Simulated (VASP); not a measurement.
# Na: single point with PBE

Crystal: Na.

```xyz
1
Lattice="0.0000 2.2904 2.2904 2.2904 0.0000 2.2904 2.2904 2.2904 0.0000" Properties=species:S:1:pos:R:3 pbc="T T T"
Na    0.0000    0.0000    0.0000
```

This isn't the form of Na at room conditions, which is bcc.

| Property | Result |
| --- | --- |
| Program | VASP 6.6.1 |
| Task | single point |
| Functional | PBE |
| Potentials or basis | VASP PAW PBE potentials, release 64 (Na_pv) |
| Cutoff | 520 eV |
| k mesh | 14 × 14 × 14 |
| Occupations | fermi-dirac, width 0.1 eV |
| Spin | no spin polarisation |
| Dipole correction | no |
| Further INCAR settings | ALGO = Normal; EDIFF = 1e-06; NBANDS = 10 |

The pressure is 7.4 GPa and the band gap on the k mesh is zero (an odd number of electrons rules out a gap without spin polarisation).

Levels at points of the mesh, in eV from the Fermi level:
```
           k point  band 1  band 2  band 3  band 4  band 5  band 6  band 7  band 8
(0.00, 0.00, 0.00)  -24.74  -24.74  -24.74   -4.34   13.96   13.96   13.96   15.47
(0.50, 0.00, 0.00)  -24.89  -24.76  -24.76    0.61    1.43   12.66   12.66   14.18
(0.50, 0.50, 0.00)  -24.88  -24.79  -24.79    2.35    2.83    7.54    9.64    9.64
```

Run time: 5 s on 1 thread of Intel(R) Xeon(R) 6975P-C (Granite Rapids), on a shared host, peak memory 0.14 GiB.

Caveat: the cell stands under pressure.
